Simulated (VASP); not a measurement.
# H23NO10 in VASP: notebook, part 2 of 3

VASP 6.6.1. Earlier steps stand in the parts before.

### 4 Single point, PBEsol

Contents of INCAR:

```
SYSTEM = H23NO10
PREC     = Accurate       ! precision mode
ENCUT    = 520            ! plane-wave cutoff, eV
EDIFF    = 1E-6           ! SCF threshold, eV
ISMEAR   = -1             ! smearing method
SIGMA    = 0.02           ! smearing width, eV
LREAL    = Auto         
LASPH    = .True.         ! aspherical terms in the spheres
NELM     = 60             ! most SCF steps
ALGO     = Normal         ! electronic algorithm
ISIF     = 2              ! what is computed and relaxed
LWAVE    = .False.        ! write WAVECAR
LCHARG   = .False.        ! write CHGCAR
GGA      = PS             ! functional
NBANDS   = 67             ! bands
```

Contents of KPOINTS:

```
Automatic mesh
0
Gamma
  1 1 1
  0 0 0
```

Contents of POSCAR:

```
H23NO10
1.0
    6.9726830000      0.0000000000      0.0000000000
    0.0000000000      6.9726830000      0.0000000000
    0.0000000000      0.0000000000      6.9726830000
O H N
10 23 1
Direct
    0.7093539173      0.8230691113      0.2930435816
    0.4113911388      0.8111655155      0.0497943188
    0.8364212169      0.1606268347      0.1236109543
    0.6985259476      0.0806863011      0.5749580183
    1.0197222504      0.6549415770      0.8280743582
    0.2244329765      0.9907090284      0.4014810368
    0.5213918373      0.3785486878      0.6830225897
    0.2130313396      0.3359538932      0.9004998506
    0.3212680112      0.3599618683      0.3606789524
    0.4448359405      0.7277399532      0.6719651532
    0.5740258090      0.7877312076      0.2526430644
    0.7395144738      0.9341884609      0.2089583020
    0.3165209145      0.9074699079      0.0527200218
    0.3989855842      0.7576136761     -0.0810161598
    0.7783517478      0.1629358455     -0.0035854204
    0.9707454075      0.1070463120      0.1035182583
    0.6986693644     -0.0113872952      0.4510745720
    0.6390796771     -0.0305477820      0.6542675180
    0.8789586448      0.6662858472      0.8701958773
    1.0133545437      0.6451175251      0.6726822372
    0.2485556851      1.1301388576      0.3802983730
    0.1035469417      1.0053949104      0.4752546473
    0.4186193464      0.3734430491      0.7786672648
    0.6060938092      0.2683902308      0.6804841121
    0.1116356502      0.4403039691      0.9142248400
    0.1544455699      0.2324069515      0.8238722454
    0.3908825340      0.3420491079      0.2397929176
    0.4367042070      0.3444441688      0.4565387527
    0.4907866886      0.6004288450      0.6474552192
    0.3521599935      0.7786959482      0.5800636570
    1.0965076141      0.7313683986      0.3708615464
    1.0930512688      0.4948023594      0.4078344018
    0.8983772817      0.6085892618      0.3747194588
    1.0240534383      0.6205215410      0.4418241873
```

Potentials or basis: VASP PAW PBE potentials, release 64 (O, H, N).

Started as:

```sh
cat potpaw_PBE.64/O/POTCAR potpaw_PBE.64/H/POTCAR potpaw_PBE.64/N/POTCAR > POTCAR
mpirun -np 1 vasp_gam > vasp.out
```

OUTCAR:

```text
SYSTEM = H23NO10
   PREC = Accurate
   ENCUT = 520
   EDIFF = 1E-6
   ISMEAR = -1
   LREAL = Auto
   LASPH = .True.
   NELM = 60
   ISIF = 2
   GGA = PS

 ion  position               nearest neighbor table
   1  0.709  0.823  0.293-  12 0.99  11 1.02
   2  0.411  0.811  0.050-  13 0.94  14 0.99
   3  0.836  0.161  0.124-  15 0.98  16 1.02
   4  0.699  0.081  0.575-  18 1.04  17 1.08
   5  0.020  0.655  0.828-  19 1.03  20 1.09
   6  0.224  0.991  0.401-  22 0.99  21 1.00
   7  0.521  0.379  0.683-  24 0.97  23 0.98
   8  0.213  0.336  0.900-  26 0.99  25 1.02
   9  0.321  0.360  0.361-  27 0.98  28 1.05
  10  0.445  0.728  0.672-  29 0.96  30 0.98
  11  0.574  0.788  0.253-   1 1.02
  12  0.740  0.934  0.209-   1 0.99
  13  0.317  0.907  0.053-   2 0.94
  14  0.399  0.758  0.919-   2 0.99
  15  0.778  0.163  0.996-   3 0.98
  16  0.971  0.107  0.104-   3 1.02
[... 15 lines left out ...]
  32  0.093  0.495  0.408-  34 1.03
  33  0.898  0.609  0.375-  34 1.00
  34  0.024  0.621  0.442-  33 1.00  32 1.03  31 1.05

  LATTYP: Found a simple cubic cell.
 ALAT       =     6.9726830000

  Lattice vectors:
[... 223 lines left out ...]
 fundamental gap:      3.6966423058
 Fermi energy:        -2.5390016796

 k-point     1 :       0.0000    0.0000    0.0000
  band No.  band energies     occupation
      1     -22.7135      2.00000
      2     -22.5025      2.00000
      3     -22.1460      2.00000
      4     -21.9813      2.00000
      5     -21.8616      2.00000
      6     -21.7214      2.00000
[... 48 lines left out ...]
     55       6.0490      0.00000
     56       6.3011      0.00000
 [bands above 56 left out]

------------------------ aborting loop because EDIFF is reached ----------------------------------------

  FORCE on cell =-STRESS in cart. coord.  units (eV):
  Direction    XX          YY          ZZ          XY          YZ          ZX
  --------------------------------------------------------------------------------------
  -------------------------------------------------------------------------------------
  Total       -2.4920000      0.6856347     -1.6757989     -2.7635535      0.0150589      0.1403419
  in kB      -11.7776558      3.2404372     -7.9201376    -13.0610680      0.0711713      0.6632820
  external PRESSURE =      -5.4857854 kB  Pullay stress =       0.0000000 kB

 VOLUME and BASIS-vectors are now :
 -----------------------------------------------------------------------------
  energy-cutoff  :      520.00
  volume of cell :      339.00
      direct lattice vectors                 reciprocal lattice vectors
     6.972683000  0.000000000  0.000000000     0.143416817  0.000000000  0.000000000
     0.000000000  6.972683000  0.000000000     0.000000000  0.143416817  0.000000000
     0.000000000  0.000000000  6.972683000     0.000000000  0.000000000  0.143416817

 POSITION                                       TOTAL-FORCE (eV/Angst)
 -----------------------------------------------------------------------------------
      4.94610      5.73900      2.04330        -1.048207      0.192405      0.000006
      2.86850      5.65600      0.34720         1.009171     -0.958707      0.136648
      5.83210      1.12000      0.86190         1.372231     -0.880420     -0.137753
      4.87060      0.56260      4.00900        -0.542859     -3.224636      0.082707
      0.13752      4.56670      5.77390        -2.296844     -0.030082     -0.129681
      1.56490      6.90790      2.79940        -1.284545      0.105193      0.565928
[... 26 lines left out ...]
      6.26410      4.24350      2.61280        -1.304065      0.371335     -0.352790
      0.16772      4.32670      3.08070         1.113176      0.147894      0.381662
 -----------------------------------------------------------------------------------
    total drift:                               -0.010716     -0.005125      0.018955

  FREE ENERGIE OF THE ION-ELECTRON SYSTEM (eV)
  ---------------------------------------------------
  free  energy   TOTEN  =      -166.3455096369 eV

  energy  without entropy=     -166.3455096369  energy(sigma->0) =     -166.34550964
```

stdout:

```text
POSCAR found type information on POSCAR O H N
 POSCAR found :  3 types and      34 ions
 scaLAPACK will be used
 -----------------------------------------------------------------------------
|                                                                             |
|                                                                             |
|     You enforced a specific xc type in the INCAR file but a different       |
|     I HOPE YOU KNOW WHAT YOU ARE DOING!                                     |
|                                                                             |
 -----------------------------------------------------------------------------

 LDA part: xc-table for (Slater+PW92), standard interpolation
 POSCAR, INCAR and KPOINTS ok, starting setup
 FFT: planning ... GRIDC
 FFT: planning ... GRID_SOFT
 FFT: planning ... GRID
 WAVECAR not read
 entering main loop
```

Wall time 46 s (1 thread of AMD EPYC 7R13 (Zen 3), shared host); peak memory 0.32 GiB.

Results:

```yaml
Free_energy: -166.3455 eV
Pressure: -0.5 GPa
Largest_force: 3.271 eV/Å
Band_gap_on_the_k_mesh: 3.70 eV
```

Forces in eV/Å, atoms in the order of the input:
```
O   -1.048  0.192  0.000
O    1.009 -0.959  0.137
O    1.372 -0.880 -0.138
O   -0.543 -3.225  0.083
O   -2.297 -0.030 -0.130
O   -1.285  0.105  0.566
O    0.196  1.229 -0.472
O   -0.384 -0.680  0.246
O    2.172 -0.888  0.309
O   -0.276  2.501  0.817
H    0.856  0.381 -0.178
H    0.094 -0.084 -0.250
H   -1.229  1.101  0.406
H    0.233 -0.120 -0.485
H    0.111  0.039 -0.162
H   -1.451  0.783  0.185
H    0.163  1.007  0.992
H    0.547  1.402 -0.606
H    2.020 -0.122 -0.673
H    0.053 -0.039  0.753
H    0.712  0.424 -0.182
H    0.331 -0.521 -0.232
H   -0.785 -0.448  0.566
H    0.543 -1.103 -0.402
H    0.457  0.208 -0.688
H    0.156  0.570  0.252
H   -0.546  0.259 -0.315
H   -1.646  0.477 -0.073
H    0.366 -1.424 -0.608
H    0.080 -0.199 -0.199
H   -0.270 -0.722  0.307
H    0.478  0.246  0.146
H   -1.304  0.371 -0.353
N    1.113  0.148  0.382
```

Stress tensor (GPa, compression positive):
```
-1.18 -1.31  0.07
-1.31  0.32  0.01
 0.07  0.01 -0.79
```

Levels at points of the mesh, in eV from the valence-band top:
```
           k point  band 40  band 41  band 42  band 43  band 44  band 45  band 46  band 47  band 48  band 49
(0.00, 0.00, 0.00)    -0.80    -0.68    -0.55    -0.34     0.00     3.70     6.47     6.80     6.85     7.02
```

Caveat: the k points lie up to 0.90 Å⁻¹ apart; the PAW data sets were made with another functional, which shifts forces and pressure a little.

### 5 Single point, PBEsol

Contents of INCAR:

```
PREC     = Accurate       # precision mode
ENCUT    = 520            # plane-wave cutoff, eV
EDIFF    = 1E-7           # SCF threshold, eV
ISMEAR   = -1             # smearing method
SIGMA    = 0.02           # smearing width, eV
LREAL    = Auto         
LASPH    = True           # aspherical terms in the spheres
NELM     = 100            # most SCF steps
ALGO     = Normal         # electronic algorithm
ISIF     = 2              # what is computed and relaxed
LWAVE    = False          # write WAVECAR
LCHARG   = False          # write CHGCAR
GGA      = PS             # functional
NBANDS   = 67             # bands
```

Contents of KPOINTS:

```
Automatic mesh
0
Gamma
  1 1 1
```

Contents of POSCAR:

```
H23NO10
1.0
    6.9726830000      0.0000000000      0.0000000000
    0.0000000000      6.9726830000      0.0000000000
    0.0000000000      0.0000000000      6.9726830000
O H N
10 23 1
Direct
    0.7232079818      0.8384577357      0.2581359285
    0.3818329329      0.7961210914      0.0570512097
    0.8762480669      0.1849216435      0.1128833765
    0.6413743461      0.0293000557      0.6028525892
    1.0154914543      0.6352074230      0.8655348307
    0.2063624576      0.9982814363      0.4499846042
    0.5137620626      0.3655551242      0.6342895554
    0.2454578819      0.3099954494      0.9375157310
    0.2962561183      0.3368861025      0.3299447286
    0.4326455111      0.7383958227      0.7043486704
    0.5996257108      0.7641247996      0.2253221608
    0.7355418280      0.9525314717      0.1849503269
    0.2398359426      0.8131876926      0.0765845801
    0.3666881170      0.7261050015     -0.0715506499
    0.7803165582      0.2143507743      0.0100965439
    0.8574317806      0.2681464223      0.2272009211
    0.6487029455     -0.0186298445      0.4659899210
    0.5731796498     -0.0809444514      0.6712624108
    0.9239771835      0.7073173985      0.9294413642
    1.0277105671      0.6442713658      0.7222901141
    0.2601867889      1.1177619863      0.3859920206
    0.0944112905      1.0453795189      0.5100762504
    0.4154354931      0.3512564676      0.7511455777
    0.5590817767      0.2246050767      0.6292126001
    0.1211011601      0.3688393693      0.9056054893
    0.2185815704      0.1792566792      0.9592433788
    0.3599045016      0.3420777913      0.1994784504
    0.4030586218      0.3770571529      0.4227497507
    0.4358293644      0.6029529809      0.6649520708
    0.3326553064      0.8094158303      0.6289114248
    1.1153525838      0.7647271502      0.4372778742
    1.0933954691      0.5180358837      0.4395582016
    0.9026511029      0.6588425144      0.4504148547
    1.0491226978      0.6530341333      0.4888362199
```

Started as:

```sh
cat potpaw_PBE.64/O/POTCAR potpaw_PBE.64/H/POTCAR potpaw_PBE.64/N/POTCAR > POTCAR
mpirun -np 1 vasp_gam > vasp.out
```

Run time: 49 s. Hardware: 1 thread of AMD EPYC 7R13 (Zen 3), shared host; peak memory 0.32 GiB.

The run converged. Its results:

```yaml
Free_energy: -166.1865 eV
Pressure: 0.1 GPa
Largest_force: 4.897 eV/Å
Band_gap_on_the_k_mesh: 3.51 eV
```

Forces on the atoms (eV/Å):
```
O   -1.409 -2.628  1.350
O   -1.913 -0.382 -0.351
O   -0.784  0.026 -0.194
O    0.027 -0.630 -0.164
O    2.343 -2.215  0.256
O    1.461 -0.290 -0.604
O   -1.668  0.027  2.171
O    0.761  1.364 -0.778
O    1.796  0.277 -0.999
O   -0.768  0.552 -0.466
H    1.138  1.615 -0.289
H    0.063  1.282 -1.218
H    1.182 -0.132  0.494
H    0.849  0.808  0.664
H    0.706  0.256  1.059
H   -0.100 -0.289 -1.101
H    0.185 -0.072  0.703
H    0.528  0.419 -0.546
H   -1.980  1.404  0.711
H   -0.436  0.618 -0.831
H   -0.053  0.005  0.194
H   -1.400  0.438  0.781
H    1.026  0.118 -1.566
H    0.330 -0.054 -0.421
H   -0.030  0.719  0.278
H   -0.328 -1.788  0.288
H   -1.266  0.145  0.802
H   -0.773 -0.509  0.254
H    0.443 -0.107 -0.453
H    0.258 -0.479  0.168
H    1.239  1.620 -1.428
H    0.364  1.171 -0.040
H    1.200  0.430  0.178
N   -2.992 -3.717  1.100
```

Stress tensor (GPa, compression positive):
```
-1.23 -0.37 -0.80
-0.37  1.64 -0.56
-0.80 -0.56 -0.22
```

Levels at points of the mesh, in eV from the valence-band top:
| k point | band 41 | band 42 | band 43 | band 44 | band 45 | band 46 | band 47 | band 48 |
| --- | --- | --- | --- | --- | --- | --- | --- | --- |
| (0.00, 0.00, 0.00) | -0.91 | -0.68 | -0.62 | 0.00 | 3.51 | 6.19 | 6.55 | 6.64 |

Caveat: the k points lie up to 0.90 Å⁻¹ apart; the atoms stand as in a frame of molecular dynamics; the PAW data sets were made with another functional, which shifts forces and pressure a little.

### 6 Single point, PBEsol

Contents of INCAR:

```
  PREC = Accurate
  ENCUT = 520
  EDIFF = 1E-6
  ISMEAR = -1
  SIGMA = 0.02
  LREAL = Auto
  LASPH = T
  NELM = 80
  ALGO = Normal
  ISIF = 2
  LWAVE = F
  LCHARG = F
  GGA = PS
  NBANDS = 67
```

Contents of KPOINTS:

```
regular mesh
0
Gamma
  1 1 1
```

Contents of POSCAR:

```
H23NO10
1.0
    6.9726830000      0.0000000000      0.0000000000
    0.0000000000      6.9726830000      0.0000000000
    0.0000000000      0.0000000000      6.9726830000
O H N
10 23 1
Direct
    0.7059262554      0.8263246730      0.2284486474
    0.3414037323      0.8366506838      0.0987424783
    0.8680016000      0.2242321930      0.1097425482
    0.7252014755      0.0225738070      0.6246519453
    1.0149464704      0.5960689737      0.9389929242
    0.2002529012      0.9870518995      0.5163005403
    0.5208038283      0.3601339685      0.6585556808
    0.2337407279      0.3114583009      0.9479708170
    0.2816706281      0.3385640793      0.3402707394
    0.4296911246      0.7594350697      0.7186616687
    0.5883961740      0.7664768354      0.2076388673
    0.7028284521      0.9308611907      0.1500283320
    0.2394774006      0.7611704132      0.1467871119
    0.3610661778      0.7856229804     -0.0325699591
    0.7960350413      0.2171474022     -0.0014771932
    0.9437687042      0.3362263852      0.1025717073
    0.7504858603      0.0234629912      0.4875884936
    0.6621841263     -0.0980684193      0.6515282568
    0.9627857741      0.7047645791      1.0106296242
    0.9981953862      0.6010742206      0.7885630252
    0.2083416097      1.0345085242      0.3875409222
    0.1347974661      1.0968661561      0.5877364567
    0.4211434824      0.3185861167      0.7584598353
    0.5899307340      0.2404956600      0.6350640062
    0.1249447307      0.4022268042      0.9195742873
    0.1762879511      0.1848929601      0.9667010532
    0.3268612670      0.3597467431      0.2063767993
    0.3948695215      0.3548992547      0.4185476380
    0.4047079152      0.6361109490      0.6584839724
    0.3202067267      0.8339544477      0.6602336575
    1.0428266996      0.7413358674      0.5294231790
    1.1041517304      0.5280176942      0.4599090479
    0.8563561544      0.6155736608      0.4683993235
    0.9930036974      0.5941328467      0.5405810073
```

Potentials or basis: VASP PAW PBE potentials, release 64 (O, H, N).

Started as:

```sh
cat potpaw_PBE.64/O/POTCAR potpaw_PBE.64/H/POTCAR potpaw_PBE.64/N/POTCAR > POTCAR
mpirun -np 1 vasp_gam > vasp.out
```

Run time: 42 s. Hardware: 1 thread of AMD EPYC 7R13 (Zen 3), shared host; peak memory 0.33 GiB.

The run converged. Its results:

| Property | Result |
| --- | --- |
| Free energy | -166.1260 eV |
| Pressure | 0.9 GPa |
| Largest force | 4.519 eV/Å |
| Band gap on the k mesh | 4.32 eV |

Forces on the atoms (eV/Å):
```
O    2.994 -1.986  2.741
O    0.960  0.763 -0.399
O    0.432 -1.822  2.629
O    0.642  1.077  0.209
O   -0.093 -0.048 -0.945
O   -1.384  0.889  2.085
O   -1.437  0.119  0.877
O    0.328 -0.486 -0.641
O   -0.315  0.329 -1.300
O   -0.914  0.427 -0.087
H   -2.658 -1.038 -0.446
H    0.036  3.235 -2.142
H   -1.147 -0.933  0.532
H    0.145  0.034 -0.384
H   -1.513  0.163 -2.509
H    0.709  1.601 -0.120
H   -0.002 -0.348 -0.355
H   -0.804 -0.678  0.076
H   -0.384 -0.194 -0.431
H   -0.326  0.366  0.615
H    0.416  0.605 -1.028
H    0.811 -1.403 -0.964
H    0.647  0.601 -0.674
H    0.598 -0.733 -0.054
H    0.589  0.107  0.510
H    0.066 -0.004  0.137
H   -0.644 -0.255  0.213
H    0.753 -0.015  1.176
H    0.662 -0.819  0.205
H    0.816  0.398  0.025
H   -0.504 -1.276  0.364
H   -1.384 -0.312  0.107
H    1.973 -0.993  0.586
N   -0.070  2.631 -0.609
```

Stress tensor (GPa, compression positive):
```
 0.71  1.30  1.17
 1.30  1.67 -1.33
 1.17 -1.33  0.34
```

Levels at points of the mesh, in eV from the valence-band top:
```
           k point  band 40  band 41  band 42  band 43  band 44  band 45  band 46  band 47  band 48  band 49
(0.00, 0.00, 0.00)    -0.59    -0.51    -0.40    -0.30     0.00     4.32     7.04     7.24     7.33     7.90
```

Caveat: the k points lie up to 0.90 Å⁻¹ apart; the atoms stand as in a frame of molecular dynamics; the PAW data sets were made with another functional, which shifts forces and pressure a little.

(Part 2 of 3 ends here.)
